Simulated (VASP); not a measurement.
Si, 4 atoms in the cell. It takes space group P6_3/mmc (No. 194, hexagonal). Conventional cell: a = 2.787 Å, b = 2.787 Å, c = 9.247 Å, α = 90.00°, β = 90.00°, γ = 120.00°. Within 3.7 Å of Si (site symmetry -3m) lie 12 Si at 2.79 to 2.82 Å. Within 3.7 Å of Si (site symmetry -6m2) lie 12 Si at 2.79 to 2.82 Å.  This cell differs from its parent crystal: volume scaled by 1.12.

* Program: VASP 6.6.1
* Task: single point
* Functional: LDA
* Potentials or basis: VASP PAW LDA potentials, release 64 (Si)
* Cutoff: 520 eV
* k mesh: 15 × 15 × 4
* Occupations: fermi-dirac, width 0.1 eV
* Spin: no spin polarisation
* Dipole correction: no
* Further INCAR settings: ALGO = Normal; EDIFF = 1e-06; NBANDS = 16

Potentials or basis: VASP PAW LDA potentials, release 64 (Si).

Launch:

```bash
$ cat potpaw_LDA.64/Si/POTCAR > POTCAR
$ mpirun -np 1 vasp_std > vasp.out
```

Hardware: 1 thread of Intel(R) Xeon(R) Platinum 8559C (Emerald Rapids) (shared host).

How long does it take, and how much memory?

Wall time 38 s on 1 thread of Intel(R) Xeon(R) Platinum 8559C (Emerald Rapids) (shared host), peak memory 0.19 GiB. Counts: scf iterations 11, k points 81.
